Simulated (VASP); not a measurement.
Set up this calculation in VASP 6.6.1, as the native input.

```yaml
Task: relaxation of cell and atoms
Functional: r2SCAN
Potentials_or_basis: VASP PAW PBE potentials, release 64 (Ga_d, N)
Cutoff: 600 eV
k_mesh: 15 × 15 × 15
Occupations: fermi-dirac, width 0.1 eV
Spin: no spin polarisation
Dipole_correction: no
Further_INCAR_settings: ALGO = Normal; EDIFF = 1e-06; IBRION = 2; EDIFFG = -0.005; NSW = 60; ISIF = 3
```

Crystal: GaN (rocksalt type).

```
Ga N
1.0
     0.00000    2.15443    2.15443
     2.15443    0.00000    2.15443
     2.15443    2.15443    0.00000
Ga N
1 1
Direct
  0.00000 0.00000 0.00000
  0.50000 0.50000 0.50000
```

The input as run:

POSCAR

```
GaN
1.0
    0.0000000000      2.1544346900      2.1544346900
    2.1544346900      0.0000000000      2.1544346900
    2.1544346900      2.1544346900      0.0000000000
Ga N
1 1
Direct
    0.0000000000      0.0000000000      0.0000000000
    0.5000000000      0.5000000000      0.5000000000
```

INCAR.step1

```
SYSTEM = GaN
ALGO = Normal ; EDIFF = 1E-4
ENCUT = 600 ; GGA = PE
ISMEAR = -1 ; LASPH = .TRUE.
LCHARG = .FALSE. ; LREAL = .FALSE.
LWAVE = .TRUE. ; NELM = 80
PREC = Accurate ; SIGMA = 0.1
```

INCAR.step2

```
SYSTEM = GaN
ALGO = Normal ; EDIFF = 1E-6
EDIFFG = -0.005 ; ENCUT = 600
IBRION = 2 ; ISIF = 3
ISMEAR = -1 ; ISTART = 1
LASPH = .TRUE. ; LCHARG = .FALSE.
LMIXTAU = .TRUE. ; LREAL = .FALSE.
LWAVE = .FALSE. ; METAGGA = R2SCAN
NELM = 80 ; NSW = 60
PREC = Accurate ; SIGMA = 0.1
```

KPOINTS

```
k-points
0
G
  15 15 15
  0 0 0
```

Potentials or basis: VASP PAW PBE potentials, release 64 (Ga_d, N).

Command:

```console
$ cat potpaw_PBE.64/Ga_d/POTCAR potpaw_PBE.64/N/POTCAR > POTCAR
$ cp INCAR.step1 INCAR
$ mpirun -np 1 vasp_std > vasp.out
$ cp INCAR.step2 INCAR
$ mpirun -np 1 vasp_std > vasp.out
```

It gave:

```
Relaxed volume                        : 9.42 Å³/atom
Relaxed cell                          : a = 2.987 Å, b = 2.987 Å, c = 2.987 Å, α = 60.00°, β = 60.00°, γ = 60.00°
Space group after relaxing (to 0.1 Å) : Fm-3m (No. 225)
Energy gained by relaxing             : 24.7 meV/atom
Ionic steps                           : 3
Pressure after relaxing               : 0.0 GPa
Band gap on the k mesh                : 1.20 eV (least direct gap 3.34 eV)
```

Caveat: the PAW data sets were made with another functional, which shifts forces and pressure a little; an odd mesh through Γ misses points on the zone boundary, where band edges can lie.

It took 6.5 min on 1 thread of Intel Xeon 8259CL, on a shared host, peak memory 0.19 GiB.
